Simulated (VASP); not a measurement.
# As2CO3 (P-3m1) in VASP: a series of runs

Runs on As2CO3. Level: PBE. Tasks: single point, relaxation of cell and atoms.

All numbers are computed with VASP 6.6.1; they aren't measurements. Logs are shortened: lines on timing, memory, paths and dates and some standing lists are left out, and cuts for length are marked.

### 1 The cell of the first run

Symmetry: P-3m1, No. 164, trigonal system. The conventional cell has a = 4.087 Å, b = 4.087 Å, c = 4.416 Å, α = 90.00°, β = 90.00°, γ = 120.00°. As (site symmetry 3m) has 4 O at 1.78 to 2.37 Å within 2.4 Å. C (site symmetry -3m) has 8 O at 2.21 to 2.76 Å and 6 As at 2.65 Å within 2.9 Å. O (site symmetry -3m) has 2 C at 2.21 Å and 6 O at 2.48 Å and 6 As at 2.57 Å within 2.9 Å. O (site symmetry 3m) has 4 As at 1.78 to 2.37 Å and 3 O at 2.48 Å within 2.5 Å.

The cell was generated, and may not be a known phase.

### 2 Single point, PBE

Contents of INCAR:

```
PREC = Accurate
ENCUT = 520
EDIFF = 1E-7
ISMEAR = 0
SIGMA = 0.1
LREAL = F
LASPH = T
NELM = 100
ALGO = Normal
ISIF = 2
LWAVE = F
LCHARG = T
GGA = PE
LELF = T
LVHAR = T
NBANDS = 25
```

Contents of KPOINTS:

```
Automatic mesh
0
Gamma
  6 6 4
```

Contents of POSCAR:

```
As2CO3
1.0
    4.0873211587      0.0000000000      0.0000000000
   -2.0436605794      3.5397239569      0.0000000000
    0.0000000000      0.0000000000      4.4156570130
As C O
2 1 3
Direct
    0.6666666667      0.3333333333      0.7292929071
    0.3333333333      0.6666666667      0.2707070929
    0.0000000000      0.0000000000      0.0000000000
    0.0000000000      0.0000000000      0.5000000000
    0.6666666667      0.3333333333      0.3259174249
    0.3333333333      0.6666666667      0.6740825751
```

Potentials or basis: VASP PAW PBE potentials, release 64 (As, C, O).

On the command line:

```sh
cat potpaw_PBE.64/As/POTCAR potpaw_PBE.64/C/POTCAR potpaw_PBE.64/O/POTCAR > POTCAR
mpirun -np 1 vasp_std > vasp.out
```

OUTCAR:

```text
PREC = Accurate
   ENCUT = 520
   EDIFF = 1E-7
   ISMEAR = 0
   LREAL = F
   LASPH = T
   NELM = 100
   ISIF = 2
   GGA = PE

 ion  position               nearest neighbor table
   1  0.667  0.333  0.729-   5 1.78   6 2.37   6 2.37   6 2.37
   2  0.333  0.667  0.271-   6 1.78   5 2.37   5 2.37   5 2.37
   3  0.000  0.000  0.000-
   4  0.000  0.000  0.500-
   5  0.667  0.333  0.326-   1 1.78   2 2.37   2 2.37   2 2.37
   6  0.333  0.667  0.674-   2 1.78   1 2.37   1 2.37   1 2.37

  LATTYP: Found a hexagonal cell.
 ALAT       =     4.0873211587
 C/A-ratio  =     1.0803303292

  Lattice vectors:

 A1 = (   4.0873211587,   0.0000000000,   0.0000000000)
 A2 = (  -2.0436605794,   3.5397239569,   0.0000000000)
 A3 = (   0.0000000000,   0.0000000000,   4.4156570130)

Analysis of symmetry for initial positions (statically):
=====================================================================
 Subroutine PRICEL returns:
 Original cell was already a primitive cell.

 Routine SETGRP: Setting up the symmetry group for a
 hexagonal supercell.

 Subroutine GETGRP returns: Found 12 space group operations
 (whereof 12 operations were pure point group operations)
 out of a pool of 24 trial point group operations.

The static configuration has the point symmetry D_3d.

Analysis of symmetry for dynamics (positions and initial velocities):
=====================================================================
 Subroutine PRICEL returns:
 Original cell was already a primitive cell.

 Routine SETGRP: Setting up the symmetry group for a
 hexagonal supercell.

 Subroutine GETGRP returns: Found 12 space group operations
 (whereof 12 operations were pure point group operations)
 out of a pool of 24 trial point group operations.

The dynamic configuration has the point symmetry D_3d.

 Subroutine INISYM returns: Found 12 space group operations
 (whereof 12 operations are pure point group operations),
 and found     1 'primitive' translations

----------------------------------------------------------------------------------------

                                     Primitive cell

  volume of cell :      63.8857

  direct lattice vectors                    reciprocal lattice vectors
     4.087321159  0.000000000  0.000000000     0.244659023  0.141253953  0.000000000
    -2.043660579  3.539723957  0.000000000     0.000000000  0.282507905  0.000000000
     0.000000000  0.000000000  4.415657013     0.000000000  0.000000000  0.226466865

  length of vectors
     4.087321159  4.087321159  4.415657013     0.282507905  0.282507905  0.226466865

  position of ions in fractional coordinates (direct lattice)
     0.666666667  0.333333333  0.729292907
     0.333333333  0.666666667  0.270707093
     0.000000000  0.000000000  0.000000000
     0.000000000  0.000000000  0.500000000
     0.666666667  0.333333333  0.325917425
     0.333333333  0.666666667  0.674082575

  ion indices of the primitive-cell ions
   primitive index   ion index
                 1           1
                 2           2
                 3           3
                 4           4
                 5           5
                 6           6

----------------------------------------------------------------------------------------

 KPOINTS: Automatic mesh

Automatic generation of k-mesh.
 Grid dimensions read from file:
 generate k-points for:    6    6    4

 Generating k-lattice:

  Cartesian coordinates                     Fractional coordinates (reciprocal lattice)
     0.040776504  0.023542325  0.000000000     0.166666667  0.000000000  0.000000000
     0.000000000  0.047084651  0.000000000     0.000000000  0.166666667  0.000000000
     0.000000000  0.000000000  0.056616716     0.000000000  0.000000000  0.250000000

  Length of vectors
     0.047084651  0.047084651  0.056616716

  Shift w.r.t. Gamma in fractional coordinates (k-lattice)
     0.000000000  0.000000000  0.000000000

 Subroutine IBZKPT returns following result:
 ===========================================

 Found     24 irreducible k-points:

 Following reciprocal coordinates:
            Coordinates               Weight
  0.000000  0.000000  0.000000      1.000000
  0.166667  0.000000  0.000000      6.000000
  0.333333  0.000000  0.000000      6.000000
  0.500000  0.000000  0.000000      3.000000
  0.166667  0.166667  0.000000      6.000000
  0.333333  0.166667  0.000000     12.000000
[... 16 lines left out ...]
  0.333333  0.166667  0.500000     12.000000
  0.333333  0.333333  0.500000      2.000000
   k-points           NKPTS =     24   k-points in BZ     NKDIM =     24   number of bands    NBANDS=     25
   number of dos      NEDOS =    301   number of ions     NIONS =      6
   total plane-waves  NPLWV =  32400
   dimension x,y,z NGX =    30 NGY =   30 NGZ =   36
   dimension x,y,z NGXF=    60 NGYF=   60 NGZF=   72
   ions per type =               2   1   3
   NGX,Y,Z   is equivalent  to a cutoff of  12.20, 12.20, 13.55 a.u.
   NGXF,Y,Z  is equivalent  to a cutoff of  24.40, 24.40, 27.11 a.u.
 SYSTEM =  unknown system
   PREC   = accura    normal or accurate (medium, high low for compatibility)
   ISTART =      0    job   : 0-new  1-cont  2-samecut
   ICHARG =      2    charge: 1-file 2-atom 10-const
   ISPIN  =      1    spin polarized calculation?
   LNONCOLLINEAR =      F non collinear calculations
   LSORBIT =      F    spin-orbit coupling
   LASPH  =      T    aspherical Exc in radial PAW
   ENCUT  =  520.0 eV  38.22 Ry    6.18 a.u.   7.60  7.60  8.21*2*pi/ulx,y,z
   NELM   =    100;   NELMIN=  2; NELMDL= -5     # of ELM steps
   EDIFF  = 0.1E-06   stopping-criterion for ELM
   LREAL  =      F    real-space projection
   EDIFFG = 0.1E-05   stopping-criterion for IOM
   NSW    =      0    number of steps for IOM
   IBRION =     -1    ionic relax: 0-MD 1-quasi-New 2-CG
   NFREE  =      0    steps in history (QN), initial steepest desc. (CG)
   ISIF   =      2    stress and relaxation
   ISYM   =      2    0-nonsym 1-usesym 2-fastsym
   POTIM  = 0.5000    time-step for ionic-motion
   TEBEG  =    0.0;   TEEND  =   0.0 temperature during run
   PSTRESS=    0.0 pullay stress
   NELECT =      32.0000    total number of electrons
   NUPDOWN=      -1.0000    fix difference up-down
   EMIN   =  10.00;   EMAX   =-10.00  energy-range for DOS
   EFERMI =   0.00;   METHOD = LEGACY
   ISMEAR =     0;   SIGMA  =   0.10  broadening in eV -4-tet -1-fermi 0-gaus
   EFERMI_NEDOS =   21; number of points for ismear=-14 and -15
   IALGO  =     38    algorithm
   IMIX   =      4    mixing-type and parameters
     AMIX     =   0.40;   BMIX     =  1.00
     AMIX_MAG =   1.60;   BMIX_MAG =  1.00
  volume/ion in A,a.u.               =      10.65        71.85
  Fermi-wavevector in a.u.,A,eV,Ry     =   1.300141  2.456910 22.998821  1.690366
  Thomas-Fermi vector in A             =   2.431359
   LORBIT       =      0    0 simple, 1 ext, 2 COOP (PROOUT), +10 PAW based schemes
   GGA     = PE    functional components
   LHFCALC =     F    Hartree Fock is set to
   AEXX    =    0.0000 exact exchange contribution
   IVDW    =     0    specifies the selected vdW correction
   LEPSILON=     F    determine dielectric tensor
   LRPA    =     F    only Hartree local field effects (RPA)
 non-spin polarized calculation
 Gauss-broadening in eV      SIGMA  =   0.10
  energy-cutoff  :      520.00
  volume of cell :       63.89
 maximum number of plane-waves:      1744
   NGX = 15   NGY = 15   NGZ = 17

 number of electron      32.0000020 magnetization

 Free energy of the ion-electron system (eV)
  ---------------------------------------------------
  ext. energy  EPLUGINS =         0.00000000
  ---------------------------------------------------
  free energy    TOTEN  =       -29.18639605 eV

  energy without entropy =      -29.16967675  energy(sigma->0) =      -29.17803640

 E-fermi :   5.6900     XC(G=0): -11.6440

 val. band max:        5.6660497071   @ k =   0.1667   0.1667   0.0000
 cond. band min:       5.6913950654   @ k =   0.3333   0.1667   0.0000
 fundamental gap:      0.0253453582
 Fermi energy:         5.6899854277

 k-point     1 :       0.0000    0.0000    0.0000
  band No.  band energies     occupation
      1     -15.0851      2.00000
      2     -12.4798      2.00000
      3     -10.4734      2.00000
      4      -4.7443      2.00000
      5      -4.4581      2.00000
      6      -1.3233      2.00000
[... 17 lines left out ...]
     24      14.3866      0.00000
     25      15.1692      0.00000

 k-point     2 :       0.1667    0.0000    0.0000
  band No.  band energies     occupation
      1     -14.9020      2.00000
      2     -12.5939      2.00000
      3     -10.6174      2.00000
      4      -4.5790      2.00000
      5      -4.5211      2.00000
      6      -1.7708      2.00000
[... 17 lines left out ...]
     24      13.8443      0.00000
     25      15.6301      0.00000

 k-point     3 :       0.3333    0.0000    0.0000
  band No.  band energies     occupation
      1     -14.4072      2.00000
      2     -12.9400      2.00000
      3     -10.9408      2.00000
      4      -4.5400      2.00000
      5      -4.1657      2.00000
      6      -2.6199      2.00000
[... 17 lines left out ...]
     24      13.6512      0.00000
     25      16.7348      0.00000

 k-point     4 :       0.5000    0.0000    0.0000
  band No.  band energies     occupation
      1     -13.9442      2.00000
      2     -13.3269      2.00000
      3     -11.1155      2.00000
      4      -4.3674      2.00000
      5      -4.0277      2.00000
      6      -2.9800      2.00000
[... 17 lines left out ...]
     24      13.7942      0.00000
     25      17.4747      0.00000
[... 477 lines left out ...]
 k-point    22 :       0.1667    0.1667    0.5000
  band No.  band energies     occupation
      1     -14.3622      2.00000
      2     -12.8560      2.00000
      3     -10.8089      2.00000
      4      -6.8220      2.00000
      5      -3.9313      2.00000
      6      -2.7787      2.00000
[... 17 lines left out ...]
     24      11.6433      0.00000
     25      18.6449      0.00000

 k-point    23 :       0.3333    0.1667    0.5000
  band No.  band energies     occupation
      1     -13.8579      2.00000
      2     -13.1672      2.00000
      3     -11.0893      2.00000
      4      -6.1636      2.00000
      5      -5.0553      2.00000
      6      -3.5626      2.00000
[... 17 lines left out ...]
     24      11.3711      0.00000
     25      19.2952      0.00000

 k-point    24 :       0.3333    0.3333    0.5000
  band No.  band energies     occupation
      1     -13.4607      2.00000
      2     -13.4607      2.00000
      3     -11.2306      2.00000
      4      -5.5157      2.00000
      5      -5.5157      2.00000
      6      -4.3182      2.00000
[... 17 lines left out ...]
     24      11.3935      0.00000
     25      19.4338      0.00000

------------------------ aborting loop because EDIFF is reached ----------------------------------------

  FORCE on cell =-STRESS in cart. coord.  units (eV):
  Direction    XX          YY          ZZ          XY          YZ          ZX
  --------------------------------------------------------------------------------------
  -------------------------------------------------------------------------------------
  Total       -0.0775857     -0.0775857      0.6800510      0.0000000      0.0000000      0.0000000
  in kB       -1.9457567     -1.9457567     17.0548767      0.0000000      0.0000000      0.0000000
  external PRESSURE =       4.3877878 kB  Pullay stress =       0.0000000 kB

 VOLUME and BASIS-vectors are now :
 -----------------------------------------------------------------------------
  energy-cutoff  :      520.00
  volume of cell :       63.89
      direct lattice vectors                 reciprocal lattice vectors
     4.087321159  0.000000000  0.000000000     0.244659023  0.141253953  0.000000000
    -2.043660579  3.539723957  0.000000000     0.000000000  0.282507905  0.000000000
     0.000000000  0.000000000  4.415657013     0.000000000  0.000000000  0.226466865

 POSITION                                       TOTAL-FORCE (eV/Angst)
 -----------------------------------------------------------------------------------
      2.04366      1.17991      3.22031         0.000000      0.000000      0.237024
     -0.00000      2.35982      1.19535        -0.000000     -0.000000     -0.237024
      0.00000      0.00000      0.00000         0.000000      0.000000      0.000000
      0.00000      0.00000      2.20783        -0.000000      0.000000      0.000000
      2.04366      1.17991      1.43914        -0.000000     -0.000000     -0.218020
     -0.00000      2.35982      2.97652         0.000000      0.000000      0.218020
 -----------------------------------------------------------------------------------
    total drift:                                0.000000      0.000000      0.000000

  FREE ENERGIE OF THE ION-ELECTRON SYSTEM (eV)
  ---------------------------------------------------
  free  energy   TOTEN  =       -29.1863960519 eV

  energy  without entropy=      -29.1696767459  energy(sigma->0) =      -29.17803640
```

It took 89 s on 1 thread of Oxide Virtual Turin-like, shared host; peak memory 0.16 GiB.

What came out:

| Quantity | Value |
| --- | --- |
| Free energy | -29.1864 eV |
| Pressure | 0.4 GPa |
| Largest force | 0.237 eV/Å |
| Band gap on the k mesh | zero (bands 16 and 17 overlap by 1.61 eV) |

Forces on the atoms (eV/Å):
```
As   0.000  0.000  0.237
As   0.000  0.000 -0.237
C    0.000  0.000  0.000
O    0.000  0.000  0.000
O    0.000  0.000 -0.218
O    0.000  0.000  0.218
```

Levels at points of the mesh, in eV from the Fermi level:
```csv
k point,band 13,band 14,band 15,band 16,band 17,band 18,band 19,band 20
"(0.00, 0.00, 0.00)",-2.67,-1.80,-1.80,0.04,0.04,2.71,2.71,3.96
"(0.50, 0.00, 0.00)",-2.03,-1.01,-0.67,-0.39,1.63,2.34,3.34,3.59
"(0.00, 0.00, 0.50)",-2.30,-1.57,-1.57,-1.36,-0.99,1.78,2.70,2.70
"(0.50, 0.00, 0.50)",-1.39,-0.60,-0.60,-0.57,0.38,1.11,2.84,4.24
```

### 3 Single point, PBE

This run uses another cell than the first one, of 16.04 Å³/atom.

Contents of INCAR:

```
PREC = Accurate
ENCUT = 520
EDIFF = 1E-6
ISMEAR = 0
SIGMA = 0.1
LREAL = False
LASPH = True
NELM = 60
ALGO = Normal
ISIF = 2
LWAVE = False
LCHARG = False
GGA = PE
NBANDS = 25
```

Contents of KPOINTS:

```
regular mesh
0
Gamma
  6 6 4
```

Contents of POSCAR:

```
As2CO3
1.0
    4.1111371400      0.0000000000      0.0000000000
   -2.0555685700      3.5603492000      0.0000000000
    0.0000000000      0.0000000000      6.5747606400
As C O
2 1 3
Direct
    0.6666666700      0.3333333300      0.7445280600
    0.3333333300      0.6666666700      0.2554719400
    0.0000000000      0.0000000000      0.0000000000
    0.0000000000      0.0000000000      0.5000000000
    0.6666666700      0.3333333300      0.3533428000
    0.3333333300      0.6666666700      0.6466572000
```

Potentials or basis: VASP PAW PBE potentials, release 64 (As, C, O).

On the command line:

```sh
cat potpaw_PBE.64/As/POTCAR potpaw_PBE.64/C/POTCAR potpaw_PBE.64/O/POTCAR > POTCAR
mpirun -np 1 vasp_std > vasp.out
```

Run time: 1.7 min. Hardware: 1 thread of Oxide Virtual Turin-like, shared host; peak memory 0.2 GiB.

The run converged. Its results:

```yaml
Free_energy: -23.9553 eV
Pressure: -23.1 GPa
Largest_force: 1.777 eV/Å
Band_gap_on_the_k_mesh: zero (bands 16 and 17 overlap by 0.41 eV)
```

Forces on the atoms (eV/Å):
```
As   0.000  0.000 -1.777
As   0.000  0.000  1.777
C    0.000  0.000  0.000
O    0.000  0.000  0.000
O    0.000  0.000 -0.389
O    0.000  0.000  0.389
```

Stress tensor (GPa, compression positive):
```
-23.09   0.00   0.00
  0.00 -23.09   0.00
  0.00   0.00 -23.02
```

Levels at points of the mesh, in eV from the Fermi level:
```tsv
k point	band 14	band 15	band 16	band 17	band 18	band 19
(0.00, 0.00, 0.00)	-1.17	-1.13	0.03	0.23	0.23	1.76
(0.50, 0.00, 0.00)	-0.52	-0.29	0.20	0.23	0.35	1.89
(0.00, 0.00, 0.50)	-1.29	-1.01	-0.10	-0.10	0.73	1.26
(0.50, 0.00, 0.50)	-0.51	-0.10	-0.09	-0.05	-0.02	1.65
```

Caveat: the cell stands under tension; forces of over 1 eV/Å act on the atoms, so gaps and moduli don't describe the material at rest.

### 4 Single point, PBE

Contents of INCAR:

```
PREC = Accurate
ENCUT = 520
EDIFF = 1E-7
ISMEAR = 0
SIGMA = 0.1
LREAL = F
LASPH = T
NELM = 80
ALGO = Fast
ISIF = 2
LWAVE = F
LCHARG = F
GGA = PE
NBANDS = 25
```

Contents of KPOINTS:

```
Automatic mesh
0
Gamma
  12 12 8
```

Contents of POSCAR:

```
As2CO3
1.0
    4.0923993756      0.0000000000      0.0000000000
   -2.0461996878      3.5441218217      0.0000000000
    0.0000000000      0.0000000000      4.4026472486
As C O
2 1 3
Direct
    0.6666666667      0.3333333333      0.7302580415
    0.3333333333      0.6666666667      0.2697419585
    0.0000000000      0.0000000000      0.0000000000
    0.0000000000      0.0000000000      0.5000000000
    0.6666666667      0.3333333333      0.3262606318
    0.3333333333      0.6666666667      0.6737393682
```

On the command line:

```sh
cat potpaw_PBE.64/As/POTCAR potpaw_PBE.64/C/POTCAR potpaw_PBE.64/O/POTCAR > POTCAR
mpirun -np 1 vasp_std > vasp.out
```

Wall time 5.1 min (1 thread of Oxide Virtual Turin-like, shared host); peak memory 0.27 GiB.

The run converged. Its results:

- Free energy: -29.2073 eV
- Pressure: 0.5 GPa
- Largest force: 0.246 eV/Å
- Band gap on the k mesh: zero (bands 16 and 17 overlap by 1.78 eV)

Forces in eV/Å, atoms in the order of the input:
```
As   0.000  0.000  0.246
As   0.000  0.000 -0.246
C    0.000  0.000  0.000
O    0.000  0.000  0.000
O    0.000  0.000 -0.225
O    0.000  0.000  0.225
```

Stress tensor (GPa, compression positive):
```
-0.19  0.00  0.00
 0.00 -0.19  0.00
 0.00  0.00  1.76
```

Levels at points of the mesh, in eV from the Fermi level:
| k point | band 14 | band 15 | band 16 | band 17 | band 18 | band 19 |
| --- | --- | --- | --- | --- | --- | --- |
| (0.00, 0.00, 0.00) | -1.79 | -1.79 | 0.05 | 0.05 | 2.70 | 2.70 |
| (0.50, 0.00, 0.00) | -1.04 | -0.70 | -0.39 | 1.63 | 2.32 | 3.35 |
| (0.00, 0.00, 0.50) | -1.58 | -1.58 | -1.38 | -0.97 | 1.80 | 2.65 |
| (0.50, 0.00, 0.50) | -0.62 | -0.61 | -0.59 | 0.40 | 1.15 | 2.80 |

(Continued in part 2 of 2.)

The gap in the log of VASP goes by the Fermi energy; the results here count the filled bands.